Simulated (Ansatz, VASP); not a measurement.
# One calculation of Ca, two programs

INCAR

```
SYSTEM = Ca
ALGO = Fast
EDIFF = 1E-6
ENCUT = 520
GGA = PE
ISIF = 2
ISMEAR = -1
LASPH = .TRUE.
LCHARG = .FALSE.
LREAL = .FALSE.
LWAVE = .FALSE.
NBANDS = 11
NELM = 100
PREC = Accurate
SIGMA = 0.05
```

KPOINTS

```
k-points
0
G
  9 9 9
  0 0 0
```

POSCAR

```
Ca
1.0
   -2.0939700000      2.1278440000      2.4131570000
    2.1709280000     -2.1263730000      2.4778720000
    2.0333720000      2.0659260000     -2.4118930000
Ca
1
Direct
    0.5037870000      0.5121010000      0.0037970000
```

input.yaml

```yaml
crystal:
  lattice:
    - [-2.09397, 2.127844, 2.413157]
    - [2.170928, -2.126373, 2.477872]
    - [2.033372, 2.065926, -2.411893]
  atoms:
    - { symbol: Ca, position: [0.503787, 0.512101, 0.003797] }
kpoints:
  mp_grid: { grid: [9, 9, 9] }
scf:
  occupations: { method: fermi_dirac, width: 0.05 }
hamiltonian:
  xc: pbe
  pseudopotentials: { kind: all_electron, lapw: { basis_error: 0.001 } }
output:
  forces: true
  stress: true
  eigenvalues: true
  populations: true
```

Change from the starting cell: cell strained at random at fixed volume.

Alike in both runs: task single point; functional PBE; k mesh 9 × 9 × 9; occupations fermi-dirac, width 0.05 eV; no spin polarisation.

```csv
,VASP,Ansatz
version,VASP 6.6.1,Ansatz 0.2.0
potentials or method,"VASP PAW PBE potentials, release 64 (Ca_sv), cutoff 520 eV","all-electron LAPW, scalar-relativistic"
```

```tsv
	VASP	Ansatz	Ansatz less VASP
gap on the k mesh at the Fermi level (eV)	none	none	-
pressure (GPa)	-0.4	-0.4	0.00
traceless stress, the component that is largest in VASP (GPa)	-0.42	-0.42	0.000
```

A gap of «none» marks a metal or a gap that the smearing closes. Ansatz ran all-electron here, and VASP with PAW potentials.
